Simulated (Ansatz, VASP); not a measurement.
CaSe in VASP and in Ansatz

```
Ca Se
1.0
     4.21272    0.00000    0.00000
    -2.10636    3.64832    0.00000
     0.00000    0.00000    7.30298
Ca Se
2 2
Direct
  0.00000 0.00000 0.00000
  0.00000 0.00000 0.50000
  0.33333 0.66667 0.25000
  0.66667 0.33333 0.75000
```

Alike in both runs: task single point; functional r2SCAN; k mesh 6 × 6 × 4; no spin polarisation.

|  | VASP | Ansatz |
| --- | --- | --- |
| version | VASP 6.6.1 | Ansatz 0.2.0 |
| potentials or method | VASP PAW PBE potentials, release 64 (Ca_sv, Se) | plane waves, PAW |
| plane-wave cutoff (eV) | 520 | 500 |
| occupations | gaussian, width 0.01 eV | fixed |
| valence electrons in the cell | 32 | 52 |

Ansatz gave:

| Quantity | Value |
| --- | --- |
| gap on the k mesh at the Fermi level (eV) | 2.77 |
| pressure (GPa) | -2.7 |
| traceless stress, the component that is largest in VASP (GPa) | -0.17 |

Task: Estimate VASP's values.

Result: gap on the k mesh at the Fermi level (eV): 2.77; pressure (GPa): -2.5; traceless stress, the component that is largest in VASP (GPa): -0.15.

VASP's potentials were made for PBE, not for r2SCAN. VASP's potentials hold 32 valence electrons a cell and Ansatz's 52, so a difference there can come from the potentials and not from the codes.
